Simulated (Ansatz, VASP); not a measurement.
# One calculation of InSe, two programs

```
CELL_PARAMETERS angstrom
4.03177 0.00000 0.00000
-2.01589 3.49162 0.00000
0.00000 0.00000 16.76237
ATOMIC_POSITIONS crystal
In 0.33333 0.66667 0.16666
In 0.66667 0.33333 0.66666
In 0.33333 0.66667 0.33334
In 0.66667 0.33333 0.83334
Se 0.33333 0.66667 0.58987
Se 0.66667 0.33333 0.08987
Se 0.33333 0.66667 0.91013
Se 0.66667 0.33333 0.41013
```

Alike in both runs: task single point; functional PBEsol; k mesh 12 × 12 × 2; occupations gaussian, width 0.02 eV; no spin polarisation.

```csv
,VASP,Ansatz
version,VASP 6.6.1,Ansatz 0.2.0
potentials or method,"VASP PAW PBE potentials, release 64 (In_d, Se), cutoff 520 eV","scalar-relativistic, plane waves, PAW"
valence electrons in the cell,76,116
```

|  | VASP | Ansatz | Ansatz less VASP |
| --- | --- | --- | --- |
| gap on the k mesh at the Fermi level (eV) | 0.26 | 0.27 | +0.013 |
| least direct gap on the mesh (eV) | 0.26 | 0.27 | +0.013 |
| pressure (GPa) | -0.7 | -0.8 | -0.05 |
| traceless stress, the component that is largest in VASP (GPa) | 0.12 | 0.13 | +0.011 |
| rms of the force components (eV/Å) | 0.064 | 0.074 | +0.0094 |

VASP's potentials were made for PBE, not for PBEsol. Atom by atom the forces differ by 0.011 eV/Å (rms over components). With one functional, cell and mesh, what is left measures potentials, basis and numerics. VASP's potentials hold 76 valence electrons a cell and Ansatz's 116, so a difference there can come from the potentials and not from the codes.
